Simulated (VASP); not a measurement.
A run of VASP 6.6.1:

INCAR

```
PREC     = Accurate       # precision mode
ENCUT    = 520            # plane-wave cutoff, eV
EDIFF    = 1E-6           # SCF threshold, eV
ISMEAR   = -1             # smearing method
SIGMA    = 0.02           # smearing width, eV
LREAL    = F              # projectors in reciprocal space
LASPH    = T              # aspherical terms in the spheres
NELM     = 80             # most SCF steps
ALGO     = Normal         # electronic algorithm
ISIF     = 2              # what is computed and relaxed
LWAVE    = F              # write WAVECAR
LCHARG   = F              # write CHGCAR
GGA      = PE             # functional
NBANDS   = 14             # bands
```

KPOINTS

```
regular mesh
0
Gamma
  8 8 8
```

Contents of POSCAR:

```
NaCl
1.0
   -0.0074094547      3.0872727775      3.0872727775
    3.0872727775     -0.0074094547      3.0872727775
    3.0798633228      3.0798633228      0.0000000000
Na Cl
1 1
Direct
   -0.0005411616     -0.0005411616      0.0005411616
    0.2505411616      0.2505411616      0.2494588384
```

Potentials or basis: VASP PAW PBE potentials, release 64 (Na_pv, Cl).

The run is started by

```sh
$ cat potpaw_PBE.64/Na_pv/POTCAR potpaw_PBE.64/Cl/POTCAR > POTCAR
$ mpirun -np 1 vasp_std > vasp.out
```

Hardware: 1 thread of Intel(R) Xeon(R) Platinum 8375C CPU @ 2.90GHz (Ice Lake), with other jobs on the host.

Problem. How long does it take, and how much memory?

Solution. Wall time 46 s on 1 thread of Intel(R) Xeon(R) Platinum 8375C CPU @ 2.90GHz (Ice Lake), with other jobs on the host, peak memory 0.21 GiB. Counts: scf iterations 14, k points 95.
